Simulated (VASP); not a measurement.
Set up this calculation in VASP 6.6.1, as the native input.

- Task: relaxation of cell and atoms
- Functional: LDA
- Potentials or basis: VASP PAW LDA potentials, release 64 (Mg, O)
- Cutoff: 600 eV
- k mesh: 10 × 10 × 10
- Occupations: gaussian, width 0.02 eV
- Spin: no spin polarisation
- Target pressure: 23.2 GPa
- Dipole correction: no
- Further INCAR settings: ALGO = Normal; EDIFF = 1e-07; IBRION = 2; EDIFFG = -0.002; NSW = 100; ISIF = 3

The structure of MgO (lda) lies in POSCAR:

```
MgO
1.0
    0.0000000000      2.1085000000      2.1085000000
    2.1085000000      0.0000000000      2.1085000000
    2.1085000000      2.1085000000      0.0000000000
Mg O
1 1
Direct
    0.0000000000      0.0000000000      0.0000000000
    0.5000000000      0.5000000000      0.5000000000
```

The input as run:

INCAR

```
ALGO = Normal ; EDIFF = 1E-7
EDIFFG = -0.002 ; ENCUT = 600
GGA = CA ; GGA_COMPAT = F
IBRION = 2 ; ISIF = 3
ISMEAR = 0 ; LASPH = T
LCHARG = F ; LREAL = F
LWAVE = F ; NELM = 120
NELMIN = 4 ; NSW = 100
PREC = Accurate ; PSTRESS = 232.0
SIGMA = 0.02
```

KPOINTS

```
k-points
0
Gamma
  10 10 10
```

Potentials or basis: VASP PAW LDA potentials, release 64 (Mg, O).

Launch:

```sh
$ cat potpaw_LDA.64/Mg/POTCAR potpaw_LDA.64/O/POTCAR > POTCAR
$ mpirun -np 1 vasp_std > vasp.out
```

Results of the run:

```
Relaxed volume                                         : 8.01 Å³/atom
Relaxed cell                                           : a = 2.830 Å, b = 2.830 Å, c = 2.830 Å, α = 60.00°, β = 60.00°, γ = 60.00°
Space group after relaxing (to 0.05 Å)                 : Fm-3m (No. 225)
Energy change on relaxing (the enthalpy is what falls) : +44.8 meV/atom
Ionic steps                                            : 6
Pressure after relaxing                                : 23.2 GPa
Band gap on the k mesh                                 : 6.31 eV, direct
```

Caveat: the cell is relaxed towards a set pressure, so the enthalpy falls and the energy may rise.

Wall time 9.1 s on 1 thread of Intel(R) Xeon(R) 6975P-C (Granite Rapids), on a shared host, peak memory 0.14 GiB.
